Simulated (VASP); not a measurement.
# Re (Pm-3m) in VASP: relaxation of cell and atoms with PBE

Aim: the relaxation of cell and atoms of Re with PBE.

Program: VASP 6.6.1. These are calculated values, not measurements. Logs are shortened: lines on timing, memory, paths and dates and some standing lists are left out, and cuts for length are marked.

### Step 1. The cell of the first run

Symmetry: Pm-3m, No. 221, cubic system. The conventional cell has a = 2.528 Å, b = 2.528 Å, c = 2.528 Å, α = 90.00°, β = 90.00°, γ = 90.00°. Within 3.3 Å of Re (site symmetry m-3m) lie 6 Re at 2.53 Å.

This isn't the form of Re at room conditions, which is hcp.

### Step 2. Relaxation of cell and atoms, PBE

Contents of INCAR:

```
SYSTEM = Re
ALGO     = Normal         ! electronic algorithm
EDIFF    = 1E-7           ! SCF threshold, eV
EDIFFG   = -0.005         ! ionic threshold
ENCUT    = 500            ! plane-wave cutoff, eV
GGA      = PE             ! functional
GGA_COMPAT= .False.      
IBRION   = 2              ! ionic algorithm
ISIF     = 3              ! what is computed and relaxed
ISMEAR   = -1             ! smearing method
LASPH    = .True.         ! aspherical terms in the spheres
LCHARG   = .False.        ! write CHGCAR
LREAL    = .False.        ! projectors in reciprocal space
LWAVE    = .False.        ! write WAVECAR
NELM     = 120            ! most SCF steps
NELMIN   = 4            
NSW      = 60             ! ionic steps
PREC     = Accurate       ! precision mode
SIGMA    = 0.08           ! smearing width, eV
```

Contents of KPOINTS:

```
k-points
0
Gamma
  15 15 15
  0 0 0
```

Contents of POSCAR:

```
Re
1.0
    2.5277651634      0.0000000000      0.0000000000
    0.0000000000      2.5277651634      0.0000000000
    0.0000000000      0.0000000000      2.5277651634
Re
1
Direct
    0.0000000000      0.0000000000      0.0000000000
```

Potentials or basis: VASP PAW PBE potentials, release 64 (Re_sv_GW).

The run is started by

```
$ cat potpaw_PBE.64/Re_sv_GW/POTCAR > POTCAR
$ mpirun -np 1 vasp_std > vasp.out
```

OUTCAR:

```text
SYSTEM = Re
   EDIFF = 1E-7
   EDIFFG = -0.005
   ENCUT = 500
   GGA = PE
   IBRION = 2
   ISIF = 3
   ISMEAR = -1
   LASPH = .True.
   LREAL = .False.
   NELM = 120
   NELMIN = 4
   NSW = 60
   PREC = Accurate

 ion  position               nearest neighbor table
   1  0.000  0.000  0.000-

  LATTYP: Found a simple cubic cell.
 ALAT       =     2.5277651634

  Lattice vectors:

 A1 = (   2.5277651634,   0.0000000000,   0.0000000000)
 A2 = (   0.0000000000,   2.5277651634,   0.0000000000)
 A3 = (   0.0000000000,   0.0000000000,   2.5277651634)

Analysis of symmetry for initial positions (statically):
=====================================================================
 Subroutine PRICEL returns:
 Original cell was already a primitive cell.

 Routine SETGRP: Setting up the symmetry group for a
 simple cubic supercell.

 Subroutine GETGRP returns: Found 48 space group operations
 (whereof 48 operations were pure point group operations)
 out of a pool of 48 trial point group operations.

The static configuration has the point symmetry O_h .

Analysis of symmetry for dynamics (positions and initial velocities):
=====================================================================
 Subroutine PRICEL returns:
 Original cell was already a primitive cell.

 Routine SETGRP: Setting up the symmetry group for a
 simple cubic supercell.

 Subroutine GETGRP returns: Found 48 space group operations
 (whereof 48 operations were pure point group operations)
 out of a pool of 48 trial point group operations.

The dynamic configuration has the point symmetry O_h .

 Subroutine INISYM returns: Found 48 space group operations
 (whereof 48 operations are pure point group operations),
 and found     1 'primitive' translations

----------------------------------------------------------------------------------------

                                     Primitive cell

  volume of cell :      16.1514

  direct lattice vectors                    reciprocal lattice vectors
     2.527765163  0.000000000  0.000000000     0.395606370  0.000000000  0.000000000
     0.000000000  2.527765163  0.000000000     0.000000000  0.395606370  0.000000000
     0.000000000  0.000000000  2.527765163     0.000000000  0.000000000  0.395606370

  length of vectors
     2.527765163  2.527765163  2.527765163     0.395606370  0.395606370  0.395606370

  position of ions in fractional coordinates (direct lattice)
     0.000000000  0.000000000  0.000000000

  ion indices of the primitive-cell ions
   primitive index   ion index
[... 98 lines left out ...]
   GGA     = PE    functional components
   LHFCALC =     F    Hartree Fock is set to
   AEXX    =    0.0000 exact exchange contribution
   IVDW    =     0    specifies the selected vdW correction
   LEPSILON=     F    determine dielectric tensor
   LRPA    =     F    only Hartree local field effects (RPA)
 conjugate gradient relaxation of ions
 non-spin polarized calculation
  energy-cutoff  :      500.00
  volume of cell :       16.15
 maximum number of plane-waves:       437
   NGX =  9   NGY =  9   NGZ =  9

--------------------------------------- Ionic step        1  -------------------------------------------

 number of electron      15.0000003 magnetization

 Free energy of the ion-electron system (eV)
  ---------------------------------------------------
  ext. energy  EPLUGINS =         0.00000000
  ---------------------------------------------------
  free energy    TOTEN  =       -12.61476168 eV

  energy without entropy =      -12.58843416  energy(sigma->0) =      -12.60159792

------------------------ aborting loop because EDIFF is reached ----------------------------------------

  FORCE on cell =-STRESS in cart. coord.  units (eV):
  Direction    XX          YY          ZZ          XY          YZ          ZX
  --------------------------------------------------------------------------------------
  -------------------------------------------------------------------------------------
  Total        1.5294204      1.5294204      1.5294204      0.0000000     -0.0000000     -0.0000000
  in kB      151.7145704    151.7145704    151.7145704      0.0000000     -0.0000000     -0.0000000
  external PRESSURE =     151.7145704 kB  Pullay stress =       0.0000000 kB
[... 22 lines left out ...]
--------------------------------------- Ionic step        2  -------------------------------------------

 number of electron      14.9999998 magnetization

 E-fermi :   8.8790     XC(G=0): -12.3101

 val. band max:        8.8779395908   @ k =   0.4667   0.4000   0.2667
 cond. band min:       8.8929060955   @ k =   0.4667   0.4000   0.0667
 fundamental gap:      0.0149665048
 Fermi energy:         8.8789894125

 k-point     1 :       0.0000    0.0000    0.0000
  band No.  band energies     occupation
      1     -71.4321      2.00000
      2     -32.8985      2.00000
      3     -32.8985      2.00000
      4     -32.8985      2.00000
      5       0.6737      2.00000
      6       4.4805      2.00000
      7       4.4805      2.00000
      8      11.5824      0.00000
      9      11.5824      0.00000
     10      11.5824      0.00000
     11      22.6677      0.00000
[... 385 lines left out ...]
  FREE ENERGIE OF THE ION-ELECTRON SYSTEM (eV)
  ---------------------------------------------------
  free  energy   TOTEN  =       -12.6527352616 eV

  energy  without entropy=      -12.6230892712  energy(sigma->0) =      -12.63791227

[... ionic steps 4 to 14 ...]

--------------------------------------- Ionic step       15  -------------------------------------------

 number of electron      15.0000006 magnetization

------------------------ aborting loop because EDIFF is reached ----------------------------------------
[... 65 lines left out ...]
--------------------------------------- Ionic step       17  -------------------------------------------

 number of electron      15.0000006 magnetization

 Free energy of the ion-electron system (eV)
  ---------------------------------------------------
  ext. energy  EPLUGINS =         0.00000000
  ---------------------------------------------------
  free energy    TOTEN  =       -12.65291578 eV

  energy without entropy =      -12.62348009  energy(sigma->0) =      -12.63819794

 E-fermi :  11.2840     XC(G=0): -13.2193

 val. band max:       11.2834752695   @ k =   0.4000   0.3333   0.0667
 cond. band min:      11.2970807288   @ k =   0.4000   0.3333   0.2667
 fundamental gap:      0.0136054593
 Fermi energy:        11.2840498460

 k-point     1 :       0.0000    0.0000    0.0000
  band No.  band energies     occupation
      1     -69.0829      2.00000
      2     -30.3588      2.00000
      3     -30.3588      2.00000
      4     -30.3588      2.00000
      5       1.9919      2.00000
      6       5.8418      2.00000
      7       5.8418      2.00000
      8      14.7567      0.00000
      9      14.7567      0.00000
     10      14.7567      0.00000
     11      26.2556      0.00000
[... 350 lines left out ...]
  FREE ENERGIE OF THE ION-ELECTRON SYSTEM (eV)
  ---------------------------------------------------
  free  energy   TOTEN  =       -12.6529157843 eV

  energy  without entropy=      -12.6234800879  energy(sigma->0) =      -12.63819794

 reached required accuracy - stopping structural energy minimisation
```

It took 75 s on 1 thread of AMD EPYC 9R45 (Zen 5), shared host; peak memory 0.11 GiB.

Results:

| Property | Result |
| --- | --- |
| Free energy | -12.6529 eV |
| Relaxed volume | 17.00 Å³/atom |
| Relaxed cell | a = 2.571 Å, b = 2.571 Å, c = 2.571 Å, α = 90.00°, β = 90.00°, γ = 90.00° |
| Space group after relaxing (to 0.1 Å) | Pm-3m (No. 221) |
| Energy gained by relaxing | 38.2 meV/atom |
| Ionic steps | 17 |
| Pressure after relaxing | 0.0 GPa |
| Band gap on the k mesh | zero (an odd number of electrons rules out a gap without spin polarisation) |

The path:
```tsv
step	energy change (eV)	largest force (eV/Å)	pressure (GPa)	volume (Å³)
1	0.0000	0.0000	15.17	16.15
2	0.2842	0.0000	-29.50	20.00
3	-0.0380	0.0000	-0.94	17.06
4	-0.0382	0.0000	-0.07	17.00
5	-0.0381	0.0000	0.20	16.98
6	-0.0381	0.0000	0.20	16.98
7	-0.0381	0.0000	0.17	16.99
8	-0.0381	0.0000	0.16	16.99
9	-0.0381	0.0000	0.16	16.99
10	-0.0381	0.0000	0.16	16.99
11	-0.0381	0.0000	0.16	16.99
12	-0.0381	0.0000	0.15	16.99
13	-0.0382	0.0000	0.14	16.99
14	-0.0382	0.0000	0.11	16.99
15	-0.0382	0.0000	0.06	16.99
16	-0.0382	0.0000	-0.05	17.00
17	-0.0382	0.0000	0.00	17.00
```

Final structure:
```
CELL_PARAMETERS angstrom
2.57110 0.00000 0.00000
0.00000 2.57110 0.00000
0.00000 0.00000 2.57110
ATOMIC_POSITIONS crystal
Re 0.00000 0.00000 0.00000
```

Levels at points of the mesh, in eV from the Fermi level:
```tsv
k point	band 3	band 4	band 5	band 6	band 7	band 8	band 9	band 10	band 11
(0.00, 0.00, 0.00)	-41.64	-41.64	-9.29	-5.44	-5.44	3.47	3.47	3.47	14.97
```

Caveat: spin-orbit coupling is left out, which moves the levels of the heavy elements.
